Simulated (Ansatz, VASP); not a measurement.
## Al3GaN4 in VASP and in Ansatz

```
CELL_PARAMETERS angstrom
4.40699 0.00000 0.00000
0.00000 4.40699 0.00000
0.00000 0.00000 4.40699
ATOMIC_POSITIONS crystal
Al 0.50000 0.49269 0.00000
Al 0.50000 0.97447 0.50000
Al 0.00000 0.49269 0.50000
Ga 0.00000 0.02129 0.00000
N 0.75203 0.73754 0.24797
N 0.73739 0.24813 0.73739
N 0.24797 0.73754 0.75203
N 0.26261 0.24813 0.26261
```

Change from the starting cell: mode 4 (242.1 1/cm) frozen in, largest displacement +0.113 Å.

Alike in both runs: task single point; functional PBEsol; k mesh 6 × 6 × 6; occupations gaussian, width 0.05 eV; no spin polarisation.

|  | VASP | Ansatz |
| --- | --- | --- |
| version | VASP 6.6.1 | Ansatz 0.2.0 |
| potentials or method | VASP PAW PBE potentials, release 64 (Al, Ga_d, N), cutoff 520 eV | scalar-relativistic, plane waves, PAW |
| valence electrons in the cell | 42 | 42 |

Ansatz gave:

- gap on the k mesh at the Fermi level (eV): 3.18
- least direct gap on the mesh (eV): 3.18
- pressure (GPa): -0.1
- traceless stress, the component that is largest in VASP (GPa): 0.90
- rms of the force components (eV/Å): 0.325

Task: Which values does VASP return?

Result: gap on the k mesh at the Fermi level (eV): 3.17; least direct gap on the mesh (eV): 3.18; pressure (GPa): -0.1; traceless stress, the component that is largest in VASP (GPa): 0.88; rms of the force components (eV/Å): 0.325.

VASP's potentials were made for PBE, not for PBEsol. Atom by atom the forces differ by 0.004 eV/Å (rms over components).
